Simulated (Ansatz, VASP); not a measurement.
Ti in VASP and in Ansatz

Contents of INCAR:

```
PREC = Accurate
ENCUT = 520
EDIFF = 1E-6
ISMEAR = 0
SIGMA = 0.15
LREAL = False
LASPH = True
NELM = 80
ALGO = Fast
ISIF = 2
LWAVE = False
LCHARG = False
GGA = CA
NBANDS = 12
```

The input KPOINTS:

```
Automatic mesh
0
Gamma
  20 20 20
```

Contents of POSCAR:

```
Ti
1.0
    0.0000000000      2.1405714119      2.0005340298
    2.1055620664      0.0000000000      2.0005340298
    2.1055620664      2.1405714119      0.0000000000
Ti
1
Direct
    0.0000000000      0.0000000000      0.0000000000
```

Input for Ansatz:

```yaml
crystal:
  lattice:
    - [0.0, 2.1405714119, 2.0005340298]
    - [2.1055620664, 0.0, 2.0005340298]
    - [2.1055620664, 2.1405714119, 0.0]
  atoms:
    - { symbol: Ti, position: [0.0, 0.0, 0.0] }
basis:
  ecutwfc: 520.0
kpoints:
  mp_grid: { grid: [20, 20, 20] }
hamiltonian:
  xc: lda
  pseudopotentials: { kind: paw, azcp: { folder: soft_1 } }
scf:
  occupations: { method: gaussian, width: 0.15 }
output:
  forces: true
  stress: true
  eigenvalues: true
```

Change from the starting cell: normal strain along x +0.0525, normal strain along y +0.0700.

Alike in both runs: task single point; functional LDA; k mesh 20 × 20 × 20; occupations gaussian, width 0.15 eV; no spin polarisation.

```csv
,VASP,Ansatz
version,VASP 6.6.1,Ansatz 0.2.0
potentials or method,"VASP PAW LDA potentials, release 64 (Ti_sv), cutoff 520 eV","scalar-relativistic, plane waves, PAW"
valence electrons in the cell,12,12
```

```csv
,VASP,Ansatz,Ansatz less VASP
gap on the k mesh at the Fermi level (eV),none,none,-
pressure (GPa),-12.2,-11.8,+0.38
"traceless stress, the component that is largest in VASP (GPa)",1.17,1.19,+0.014
```

Ansatz warns that its potentials were made for another functional, while VASP's fit it. LDA's correlation is that of Perdew and Zunger in VASP and of Perdew and Wang (1992) in Ansatz. A gap of «none» marks a metal or a gap that the smearing closes.
